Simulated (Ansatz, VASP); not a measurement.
**Two plane-wave programs on TiSi2**

```
Ti Si
1.0
     1.67953   -6.95706    0.00000
     1.67953    6.95706    0.00000
     0.00000    0.00000    3.38908
Ti Si
2 4
Direct
  0.89681 0.10319 0.75000
  0.10319 0.89681 0.25000
  0.55914 0.44086 0.75000
  0.44086 0.55914 0.25000
  0.24983 0.75017 0.75000
  0.75017 0.24983 0.25000
```

Change from the starting cell: volume 13.200 Å^3 an atom, stretch along b over the lengths across it, relative to the relaxed cell 1.0835.

Alike in both runs: task single point; functional PBE; k mesh 12 × 12 × 12; occupations gaussian, width 0.15 eV; no spin polarisation.

```csv
,VASP,Ansatz
version,VASP 6.6.1,Ansatz 0.2.0
potentials or method,"VASP PAW PBE potentials, release 64 (Ti_sv, Si), cutoff 520 eV","scalar-relativistic, plane waves, PAW"
valence electrons in the cell,40,40
```

Ansatz gave:

```
gap on the k mesh at the Fermi level (eV)                     : none
pressure (GPa)                                                : 16.9
traceless stress, the component that is largest in VASP (GPa) : -15.94
rms of the force components (eV/Å)                            : 0.187
```

Q: Estimate VASP's values.

A: gap on the k mesh at the Fermi level (eV): none; pressure (GPa): 16.8; traceless stress, the component that is largest in VASP (GPa): -15.95; rms of the force components (eV/Å): 0.189.

Atom by atom the forces differ by 0.004 eV/Å (rms over components). A gap of «none» marks a metal or a gap that the smearing closes.
